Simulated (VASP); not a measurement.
# WC (Fm-3m) in VASP: a series of runs

WC is run at these levels: PBEsol; tasks: single point.

Program: VASP 6.6.1. These are calculated values, not measurements. Logs are shortened: lines on timing, memory, paths and dates and some standing lists are left out, and cuts for length are marked.

## 1. The cell of the first run

It takes space group Fm-3m (No. 225, cubic). Conventional cell: a = 4.296 Å, b = 4.296 Å, c = 4.296 Å, α = 90.00°, β = 90.00°, γ = 90.00°. Within 2.8 Å of W (site symmetry m-3m) lie 6 C at 2.15 Å. Within 2.8 Å of C (site symmetry m-3m) lie 6 W at 2.15 Å.

## 2. Single point, PBEsol

File INCAR:

```
SYSTEM = WC
PREC     = Accurate       ! precision mode
ENCUT    = 520            ! plane-wave cutoff, eV
EDIFF    = 1E-6           ! SCF threshold, eV
ISMEAR   = -1             ! smearing method
SIGMA    = 0.1            ! smearing width, eV
LREAL    = .False.        ! projectors in reciprocal space
LASPH    = .True.         ! aspherical terms in the spheres
NELM     = 100            ! most SCF steps
ALGO     = Normal         ! electronic algorithm
ISIF     = 2              ! what is computed and relaxed
LWAVE    = .False.        ! write WAVECAR
LCHARG   = .False.        ! write CHGCAR
GGA      = PS             ! functional
NBANDS   = 16             ! bands
```

File KPOINTS:

```
regular mesh
0
Gamma
  11 11 11
  0 0 0
```

File POSCAR:

```
WC
1.0
    0.0000000000      2.1479188689      2.1479188689
    2.1479188689      0.0000000000      2.1479188689
    2.1479188689      2.1479188689      0.0000000000
W C
1 1
Direct
    0.0000000000      0.0000000000      0.0000000000
    0.5000000000      0.5000000000      0.5000000000
```

Potentials or basis: VASP PAW PBE potentials, release 64 (W_sv, C).

Command:

```sh
$ cat potpaw_PBE.64/W_sv/POTCAR potpaw_PBE.64/C/POTCAR > POTCAR
$ mpirun -np 1 vasp_std > vasp.out
```

OUTCAR:

```text
SYSTEM = WC
   PREC = Accurate
   ENCUT = 520
   EDIFF = 1E-6
   ISMEAR = -1
   LREAL = .False.
   LASPH = .True.
   NELM = 100
   ISIF = 2
   GGA = PS

 ion  position               nearest neighbor table
   1  0.000  0.000  0.000-   2 2.15   2 2.15   2 2.15   2 2.15   2 2.15   2 2.15
   2  0.500  0.500  0.500-   1 2.15   1 2.15   1 2.15   1 2.15   1 2.15   1 2.15

  LATTYP: Found a face centered cubic cell.
 ALAT       =     4.2958377378

  Lattice vectors:

 A1 = (   0.0000000000,   2.1479188689,   2.1479188689)
 A2 = (   2.1479188689,   0.0000000000,   2.1479188689)
 A3 = (   2.1479188689,   2.1479188689,   0.0000000000)

Analysis of symmetry for initial positions (statically):
=====================================================================
 Subroutine PRICEL returns:
 Original cell was already a primitive cell.

 Routine SETGRP: Setting up the symmetry group for a
 face centered cubic supercell.

 Subroutine GETGRP returns: Found 48 space group operations
 (whereof 48 operations were pure point group operations)
 out of a pool of 48 trial point group operations.

The static configuration has the point symmetry O_h .

Analysis of symmetry for dynamics (positions and initial velocities):
=====================================================================
 Subroutine PRICEL returns:
 Original cell was already a primitive cell.

 Routine SETGRP: Setting up the symmetry group for a
 face centered cubic supercell.

 Subroutine GETGRP returns: Found 48 space group operations
 (whereof 48 operations were pure point group operations)
 out of a pool of 48 trial point group operations.

The dynamic configuration has the point symmetry O_h .

 Subroutine INISYM returns: Found 48 space group operations
 (whereof 48 operations are pure point group operations),
 and found     1 'primitive' translations

----------------------------------------------------------------------------------------

                                     Primitive cell

  volume of cell :      19.8191

  direct lattice vectors                    reciprocal lattice vectors
     0.000000000  2.147918869  2.147918869    -0.232783466  0.232783466  0.232783466
     2.147918869  0.000000000  2.147918869     0.232783466 -0.232783466  0.232783466
     2.147918869  2.147918869  0.000000000     0.232783466  0.232783466 -0.232783466

  length of vectors
     3.037615995  3.037615995  3.037615995     0.403192791  0.403192791  0.403192791

  position of ions in fractional coordinates (direct lattice)
     0.000000000  0.000000000  0.000000000
     0.500000000  0.500000000  0.500000000

  ion indices of the primitive-cell ions
   primitive index   ion index
                 1           1
                 2           2

----------------------------------------------------------------------------------------

 KPOINTS: regular mesh

Automatic generation of k-mesh.
 Grid dimensions read from file:
 generate k-points for:   11   11   11

 Generating k-lattice:

  Cartesian coordinates                     Fractional coordinates (reciprocal lattice)
    -0.021162133  0.021162133  0.021162133     0.090909091  0.000000000  0.000000000
     0.021162133 -0.021162133  0.021162133     0.000000000  0.090909091  0.000000000
     0.021162133  0.021162133 -0.021162133     0.000000000  0.000000000  0.090909091

  Length of vectors
     0.036653890  0.036653890  0.036653890

  Shift w.r.t. Gamma in fractional coordinates (k-lattice)
     0.000000000  0.000000000  0.000000000

 Subroutine IBZKPT returns following result:
 ===========================================

 Found     56 irreducible k-points:

 Following reciprocal coordinates:
            Coordinates               Weight
  0.000000  0.000000  0.000000      1.000000
  0.090909  0.000000  0.000000      8.000000
  0.181818  0.000000  0.000000      8.000000
  0.272727  0.000000  0.000000      8.000000
  0.363636  0.000000  0.000000      8.000000
  0.454545  0.000000  0.000000      8.000000
[... 16 lines left out ...]
 -0.272727  0.181818  0.000000     24.000000
 -0.181818  0.181818  0.000000     12.000000
 [... further k-points ...]
   k-points           NKPTS =     56   k-points in BZ     NKDIM =     56   number of bands    NBANDS=     16
   number of dos      NEDOS =    301   number of ions     NIONS =      2
   total plane-waves  NPLWV =  13824
   dimension x,y,z NGX =    24 NGY =   24 NGZ =   24
   dimension x,y,z NGXF=    48 NGYF=   48 NGZF=   48
   ions per type =               1   1
   NGX,Y,Z   is equivalent  to a cutoff of  13.13, 13.13, 13.13 a.u.
   NGXF,Y,Z  is equivalent  to a cutoff of  26.27, 26.27, 26.27 a.u.
 SYSTEM =  WC
   PREC   = accura    normal or accurate (medium, high low for compatibility)
   ISTART =      0    job   : 0-new  1-cont  2-samecut
   ICHARG =      2    charge: 1-file 2-atom 10-const
   ISPIN  =      1    spin polarized calculation?
   LNONCOLLINEAR =      F non collinear calculations
   LSORBIT =      F    spin-orbit coupling
   LASPH  =      T    aspherical Exc in radial PAW
   ENCUT  =  520.0 eV  38.22 Ry    6.18 a.u.   5.65  5.65  5.65*2*pi/ulx,y,z
   NELM   =    100;   NELMIN=  2; NELMDL= -5     # of ELM steps
   EDIFF  = 0.1E-05   stopping-criterion for ELM
   LREAL  =      F    real-space projection
[... 7 lines left out ...]
   TEBEG  =    0.0;   TEEND  =   0.0 temperature during run
   PSTRESS=    0.0 pullay stress
   NELECT =      18.0000    total number of electrons
   NUPDOWN=      -1.0000    fix difference up-down
   EMIN   =  10.00;   EMAX   =-10.00  energy-range for DOS
   EFERMI =   0.00;   METHOD = LEGACY
   ISMEAR =    -1;   SIGMA  =   0.10  broadening in eV -4-tet -1-fermi 0-gaus
   EFERMI_NEDOS =   21; number of points for ismear=-14 and -15
   IALGO  =     38    algorithm
   IMIX   =      4    mixing-type and parameters
     AMIX     =   0.40;   BMIX     =  1.00
     AMIX_MAG =   1.60;   BMIX_MAG =  1.00
  volume/ion in A,a.u.               =       9.91        66.87
  Fermi-wavevector in a.u.,A,eV,Ry     =   1.585396  2.995964 34.197984  2.513481
  Thomas-Fermi vector in A             =   2.684867
   LORBIT       =      0    0 simple, 1 ext, 2 COOP (PROOUT), +10 PAW based schemes
   GGA     = PS    functional components
   LHFCALC =     F    Hartree Fock is set to
   AEXX    =    0.0000 exact exchange contribution
   IVDW    =     0    specifies the selected vdW correction
   LEPSILON=     F    determine dielectric tensor
   LRPA    =     F    only Hartree local field effects (RPA)
 non-spin polarized calculation
  energy-cutoff  :      520.00
  volume of cell :       19.82
 maximum number of plane-waves:       542
   NGX = 11   NGY = 11   NGZ = 11

 number of electron      17.9999999 magnetization

 Free energy of the ion-electron system (eV)
  ---------------------------------------------------
  ext. energy  EPLUGINS =         0.00000000
  ---------------------------------------------------
  free energy    TOTEN  =       -22.96762930 eV

  energy without entropy =      -22.92888177  energy(sigma->0) =      -22.94825553

 E-fermi :  13.2116     XC(G=0): -14.1879

 val. band max:       13.1963970117   @ k =  -0.2727   0.4545   0.1818
 cond. band min:      13.2357157037   @ k =   0.2727   0.2727   0.0000
 fundamental gap:      0.0393186921
 Fermi energy:        13.2116258329

 k-point     1 :       0.0000    0.0000    0.0000
  band No.  band energies     occupation
      1     -62.1134      2.00000
      2     -26.1036      2.00000
      3     -26.1036      2.00000
      4     -26.1036      2.00000
      5      -3.1094      2.00000
      6      10.2154      2.00000
[... 8 lines left out ...]
     15      22.7671      0.00000
     16      37.6139      0.00000

 k-point     2 :       0.0909    0.0000    0.0000
  band No.  band energies     occupation
      1     -62.1094      2.00000
      2     -26.1661      2.00000
      3     -26.1101      2.00000
      4     -26.1101      2.00000
      5      -2.8563      2.00000
      6       9.4093      2.00000
[... 8 lines left out ...]
     15      23.3615      0.00000
     16      35.2015      0.00000

 k-point     3 :       0.1818    0.0000    0.0000
  band No.  band energies     occupation
      1     -62.0987      2.00000
      2     -26.3307      2.00000
      3     -26.1274      2.00000
      4     -26.1274      2.00000
      5      -2.1371      2.00000
      6       7.8914      2.00000
[... 8 lines left out ...]
     15      24.8153      0.00000
     16      32.1856      0.00000

 k-point     4 :       0.2727    0.0000    0.0000
  band No.  band energies     occupation
      1     -62.0846      2.00000
      2     -26.5400      2.00000
      3     -26.1500      2.00000
      4     -26.1500      2.00000
      5      -1.0600      2.00000
      6       6.2685      2.00000
[... 8 lines left out ...]
     15      26.0730      0.00000
     16      30.2335      0.00000

 k-point     5 :       0.3636    0.0000    0.0000
  band No.  band energies     occupation
      1     -62.0716      2.00000
      2     -26.7265      2.00000
      3     -26.1705      2.00000
      4     -26.1705      2.00000
      5       0.2320      2.00000
      6       4.7052      2.00000
[... 8 lines left out ...]
     15      27.0983      0.00000
     16      27.4651      0.00000

 k-point     6 :       0.4545    0.0000    0.0000
  band No.  band energies     occupation
      1     -62.0639      2.00000
      2     -26.8348      2.00000
      3     -26.1827      2.00000
      4     -26.1827      2.00000
      5       1.5687      2.00000
      6       3.2740      2.00000
[... 8 lines left out ...]
     15      25.6204      0.00000
     16      25.6204      0.00000

 k-point     7 :       0.0909    0.0909    0.0000
  band No.  band energies     occupation
      1     -62.1081      2.00000
      2     -26.1618      2.00000
      3     -26.1248      2.00000
      4     -26.1248      2.00000
      5      -2.7772      2.00000
      6       9.1913      2.00000
[... 8 lines left out ...]
     15      23.5585      0.00000
     16      35.0592      0.00000

 k-point     8 :       0.1818    0.0909    0.0000
  band No.  band energies     occupation
      1     -62.0996      2.00000
      2     -26.2841      2.00000
      3     -26.1490      2.00000
      4     -26.1360      2.00000
      5      -2.2310      2.00000
      6       7.7646      2.00000
[... 8 lines left out ...]
     15      24.7509      0.00000
     16      32.2388      0.00000

 k-point     9 :       0.2727    0.0909    0.0000
  band No.  band energies     occupation
      1     -62.0866      2.00000
      2     -26.4740      2.00000
      3     -26.1750      2.00000
      4     -26.1557      2.00000
      5      -1.3069      2.00000
      6       6.3926      2.00000
[... 8 lines left out ...]
     15      26.0622      0.00000
     16      29.8889      0.00000
[... 172 lines left out ...]
 k-point    19 :       0.3636    0.1818    0.0000
  band No.  band energies     occupation
      1     -62.0707      2.00000
      2     -26.6035      2.00000
      3     -26.2456      2.00000
      4     -26.2371      2.00000
      5      -0.4138      2.00000
      6       5.2526      2.00000
[... 8 lines left out ...]
     15      26.0170      0.00000
     16      28.5260      0.00000

 k-point    20 :       0.4545    0.1818    0.0000
  band No.  band energies     occupation
      1     -62.0608      2.00000
      2     -26.7236      2.00000
      3     -26.2918      2.00000
      4     -26.2429      2.00000
      5       0.4605      2.00000
      6       4.5336      2.00000
[... 8 lines left out ...]
     15      25.2054      0.00000
     16      27.5403      0.00000

 k-point    21 :      -0.4545    0.1818    0.0000
  band No.  band energies     occupation
      1     -62.0565      2.00000
      2     -26.7713      2.00000
      3     -26.3325      2.00000
      4     -26.2298      2.00000
      5       1.1080      2.00000
      6       3.9242      2.00000
[... 8 lines left out ...]
     15      25.7969      0.00000
     16      27.3976      0.00000

 k-point    22 :      -0.3636    0.1818    0.0000
  band No.  band energies     occupation
      1     -62.0591      2.00000
      2     -26.7370      2.00000
      3     -26.3509      2.00000
      4     -26.2020      2.00000
      5       1.0274      2.00000
      6       3.9679      2.00000
[... 8 lines left out ...]
     15      26.1397      0.00000
     16      27.1366      0.00000

 k-point    23 :      -0.2727    0.1818    0.0000
  band No.  band energies     occupation
      1     -62.0678      2.00000
      2     -26.6382      2.00000
      3     -26.3332      2.00000
      4     -26.1681      2.00000
      5       0.2054      2.00000
      6       4.7957      2.00000
[... 8 lines left out ...]
     15      26.3757      0.00000
     16      27.2181      0.00000

 k-point    24 :      -0.1818    0.1818    0.0000
  band No.  band energies     occupation
      1     -62.0798      2.00000
      2     -26.5164      2.00000
      3     -26.2722      2.00000
      4     -26.1389      2.00000
      5      -0.7908      2.00000
      6       5.9550      2.00000
[... 8 lines left out ...]
     15      26.4079      0.00000
     16      27.6321      0.00000

 [... further k-points ...]
[... 5 lines left out ...]
  --------------------------------------------------------------------------------------
  -------------------------------------------------------------------------------------
  Total        1.9835308      1.9835308      1.9835308     -0.0000000     -0.0000000     -0.0000000
  in kB      160.3488749    160.3488749    160.3488749     -0.0000000     -0.0000000     -0.0000000
  external PRESSURE =     160.3488749 kB  Pullay stress =       0.0000000 kB

 VOLUME and BASIS-vectors are now :
 -----------------------------------------------------------------------------
  energy-cutoff  :      520.00
  volume of cell :       19.82
      direct lattice vectors                 reciprocal lattice vectors
     0.000000000  2.147918869  2.147918869    -0.232783466  0.232783466  0.232783466
     2.147918869  0.000000000  2.147918869     0.232783466 -0.232783466  0.232783466
     2.147918869  2.147918869  0.000000000     0.232783466  0.232783466 -0.232783466

 POSITION                                       TOTAL-FORCE (eV/Angst)
 -----------------------------------------------------------------------------------
      0.00000      0.00000      0.00000         0.000000      0.000000     -0.000000
      2.14792      2.14792      2.14792         0.000000      0.000000      0.000000
 -----------------------------------------------------------------------------------
    total drift:                                0.000000     -0.000000     -0.000000

  FREE ENERGIE OF THE ION-ELECTRON SYSTEM (eV)
  ---------------------------------------------------
  free  energy   TOTEN  =       -22.9676293003 eV

  energy  without entropy=      -22.9288817685  energy(sigma->0) =      -22.94825553
```

Run time: 18 s. Hardware: 1 thread of AMD EPYC 7R43 (Zen 3), shared host; peak memory 0.11 GiB.

What came out:

| Property | Result |
| --- | --- |
| Free energy | -22.9676 eV |
| Pressure | 16.0 GPa |
| Band gap on the k mesh | zero (band 9 reaches 14.28 eV, above the bottom of band 10 at 10.90 eV) |

Caveat: the PAW data sets were made with another functional, which shifts forces and pressure a little; spin-orbit coupling is left out, which moves the levels of the heavy elements.

[end of part 1 of 2]
